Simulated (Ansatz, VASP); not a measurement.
## BiP: VASP beside Ansatz

File POSCAR:

```
BiP
1.0
    3.5737580947      0.0000000000      0.0000000000
    0.0000000000      3.5737580947      0.0000000000
    0.0000000000      0.0000000000      3.5737580947
Bi P
1 1
Direct
    0.0000000000      0.0000000000      0.0000000000
    0.5000000000      0.5000000000      0.5000000000
```

Contents of INCAR.step1:

```
PREC = Accurate
ENCUT = 520
ISMEAR = -5
SIGMA = 0.1
LREAL = F
LASPH = T
NELM = 100
NBANDS = 17
GGA = PE
ALGO = Normal
EDIFF = 1E-4
LWAVE = T
LCHARG = F
```

Contents of INCAR.step2:

```
PREC = Accurate
ENCUT = 520
EDIFF = 1E-7
ISMEAR = -5
SIGMA = 0.1
LREAL = F
LASPH = T
NELM = 100
ALGO = Normal
ISIF = 2
LWAVE = F
LCHARG = T
METAGGA = R2SCAN
LMIXTAU = T
LELF = T
LVHAR = T
NBANDS = 17
ISTART = 1
```

File KPOINTS:

```
Automatic mesh
0
Gamma
  10 10 10
```

Input for Ansatz:

```yaml
crystal:
  lattice:
    - [3.5737580947, 0.0, 0.0]
    - [0.0, 3.5737580947, 0.0]
    - [0.0, 0.0, 3.5737580947]
  atoms:
    - { symbol: Bi, position: [0.0, 0.0, 0.0] }
    - { symbol: P, position: [0.5, 0.5, 0.5] }
basis:
  ecutwfc: 500
  ecutrho_ratio: 4
kpoints:
  mp_grid: { grid: [10, 10, 10] }
hamiltonian:
  xc: r2scan
scf:
  occupations: { method: tetrahedron }
output:
  forces: true
  stress: true
  write_density: true
  write_potential: true
  elf: true
  volumetric_format: npy
```

Alike in both runs: task single point; functional r2SCAN; k mesh 10 × 10 × 10; occupations tetrahedron; no spin polarisation.

|  | VASP | Ansatz |
| --- | --- | --- |
| version | VASP 6.6.1 | Ansatz 0.2.0 |
| potentials or method | VASP PAW PBE potentials, release 64 (Bi_d, P), cutoff 520 eV | scalar-relativistic, plane waves, PAW |
| valence electrons in the cell | 20 | 20 |

|  | VASP | Ansatz | Ansatz less VASP |
| --- | --- | --- | --- |
| gap on the k mesh at the Fermi level (eV) | none | none | - |
| pressure (GPa) | 0.3 | 0.3 | 0.00 |

VASP's potentials were made for PBE, not for r2SCAN. A gap of «none» marks a metal or a gap that the smearing closes. With one functional, cell and mesh, what is left measures potentials, basis and numerics. Ansatz's warnings: band table not solved further, tetrahedron derivatives may miss energy slope.

Neither program's run includes spin-orbit coupling.
